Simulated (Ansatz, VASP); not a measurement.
# Two plane-wave programs on SnSe

```
Sn Se
1.0
     0.00000    2.96144    3.10952
     2.96144    0.00000    3.10952
     2.96144    2.96144    0.00000
Sn Se
1 1
Direct
  0.00000 0.00000 0.00000
  0.50000 0.50000 0.50000
```

Alike in both runs: task single point; functional PBE; dispersion D3(BJ); k mesh 12 × 12 × 12; occupations gaussian, width 0.05 eV; no spin polarisation.

```csv
,VASP,Ansatz
version,VASP 6.6.1,Ansatz 0.2.0
potentials or method,"VASP PAW PBE potentials, release 64 (Sn_d, Se), cutoff 520 eV","scalar-relativistic, plane waves, PAW"
valence electrons in the cell,20,30
```

VASP gave:

```
gap on the k mesh at the Fermi level (eV)                     : 0.22
least direct gap on the mesh (eV)                             : 0.29
pressure (GPa)                                                : -0.8
traceless stress, the component that is largest in VASP (GPa) : -3.67
```

What did Ansatz give for the same quantities?

gap on the k mesh at the Fermi level (eV): 0.22; least direct gap on the mesh (eV): 0.29; pressure (GPa): -0.7; traceless stress, the component that is largest in VASP (GPa): -3.66.

VASP's potentials hold 20 valence electrons a cell and Ansatz's 30, so a difference there can come from the potentials and not from the codes.
